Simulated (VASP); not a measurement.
Crystal: Ti.

```
Ti
1.0
     4.60000    0.00000    0.00000
    -2.30000    3.98372    0.00000
     0.00000    0.00000    2.82000
Ti
3
Cartesian
  0.0000 0.0000 0.0000
  0.0000 2.6558 1.4100
  2.3000 1.3279 1.4100
```

This isn't the form of Ti at room conditions, which is hcp.

```yaml
Program: VASP 6.6.1
Task: relaxation of cell and atoms
Functional: PBEsol
Potentials_or_basis: VASP PAW PBE potentials, release 64 (Ti_sv)
Cutoff: 600 eV
k_mesh: 7 × 7 × 10
Occupations: methfessel-paxton, width 0.1 eV
Spin: no spin polarisation
```

At the start: pressure -5.1 GPa; volume 17.23 Å³/atom.

Problem. Where does the relaxation end?

Solution. Over 4 steps the energy falls by 14.0 meV/atom and the volume is 16.43 Å³/atom (-4.6 %); space group P6/mmm (No. 191, to 0.1 Å) before and after.

The path:
```tsv
step	energy change (eV)	largest force (eV/Å)	pressure (GPa)	volume (Å³)
1	0.0000	0.0000	-5.12	51.68
2	-0.0208	0.0000	4.24	47.67
3	-0.0411	0.0000	0.08	49.27
4	-0.0419	0.0000	0.00	49.29
```

Final structure:
```
Ti
1.0
     4.51135    0.00000    0.00000
    -2.25568    3.90695    0.00000
     0.00000    0.00000    2.79636
Ti
3
Direct
  0.00000 0.00000 0.00000
  0.33333 0.66667 0.50000
  0.66667 0.33333 0.50000
```

Caveat: the PAW data sets were made with another functional, which shifts forces and pressure a little.
